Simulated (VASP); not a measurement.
A run of VASP 6.6.1 is set up as follows.

File INCAR:

```
ALGO = Normal
EDIFF = 1E-6
ENCUT = 520
ISIF = 2
ISMEAR = -1
LASPH = True
LCHARG = True
LELF = True
LREAL = False
LVHAR = True
LWAVE = False
NBANDS = 36
NELM = 60
PREC = Accurate
SIGMA = 0.05
```

File KPOINTS:

```
k-points
0
Gamma
  7 7 7
```

POSCAR

```
GaGe3
1.0
    0.0000000000      3.3644336506      3.3644336506
    3.3644336506      0.0000000000      3.3644336506
    3.3644336506      3.3644336506      0.0000000000
Ge Ga
3 1
Direct
    0.5000000000      0.5000000000      0.5000000000
    0.7500000000      0.7500000000      0.7500000000
    0.2500000000      0.2500000000      0.2500000000
    0.0000000000      0.0000000000      0.0000000000
```

Potentials or basis: VASP PAW LDA potentials, release 64 (Ge_d, Ga_d).

Run with:

```bash
$ cat potpaw_LDA.64/Ge_d/POTCAR potpaw_LDA.64/Ga_d/POTCAR > POTCAR
$ mpirun -np 1 vasp_std > vasp.out
```

Estimate the pressure.

-4.3 GPa.
